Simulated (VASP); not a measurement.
Write the native input for VASP 6.6.1 that does the following.

```
Task                   : single point
Functional             : PBEsol
Potentials or basis    : VASP PAW PBE potentials, release 64 (Pb_d)
Cutoff                 : 500 eV
k mesh                 : 6 × 6 × 6
Occupations            : gaussian, width 0.1 eV
Spin                   : no spin polarisation
Dipole correction      : no
Further INCAR settings : ALGO = Normal; EDIFF = 1e-06; NBANDS = 13
```

The structure of Pb lies in POSCAR:

```
Pb
1.0
    0.0000000000      2.4947547400      2.4947547400
    2.4947547400      0.0000000000      2.4947547400
    2.4947547400      2.4947547400      0.0000000000
Pb
1
Direct
    0.0000000000      0.0000000000      0.0000000000
```

These files were run (other wordings do the same):

INCAR

```
SYSTEM = Pb
PREC     = Accurate       ! precision mode
ENCUT    = 500            ! plane-wave cutoff, eV
EDIFF    = 1E-6           ! SCF threshold, eV
ISMEAR   = 0              ! smearing method
SIGMA    = 0.1            ! smearing width, eV
LREAL    = .FALSE.        ! projectors in reciprocal space
LASPH    = .TRUE.         ! aspherical terms in the spheres
NELM     = 120            ! most SCF steps
ALGO     = Normal         ! electronic algorithm
ISIF     = 2              ! what is computed and relaxed
LWAVE    = .FALSE.        ! write WAVECAR
LCHARG   = .FALSE.        ! write CHGCAR
GGA      = PS             ! functional
NBANDS   = 13             ! bands
GGA_COMPAT= .FALSE.
```

KPOINTS

```
regular mesh
0
G
  6 6 6
  0 0 0
```

Potentials or basis: VASP PAW PBE potentials, release 64 (Pb_d).

The run is started by

```sh
$ cat potpaw_PBE.64/Pb_d/POTCAR > POTCAR
$ mpirun -np 1 vasp_std > vasp.out
```

Results of the run:

The pressure is -0.7 GPa and the band gap on the k mesh is zero (band 7 reaches 14.07 eV, above the bottom of band 8 at 5.34 eV).

Caveat: the k points lie up to 0.36 Å⁻¹ apart; the PAW data sets were made with another functional, which shifts forces and pressure a little; spin-orbit coupling is left out, which moves the levels of the heavy elements.

It took 5.9 s on 1 thread of Intel(R) Xeon(R) Platinum 8259CL CPU @ 2.50GHz (Skylake/Cascade Lake), on a shared host, peak memory 0.15 GiB.
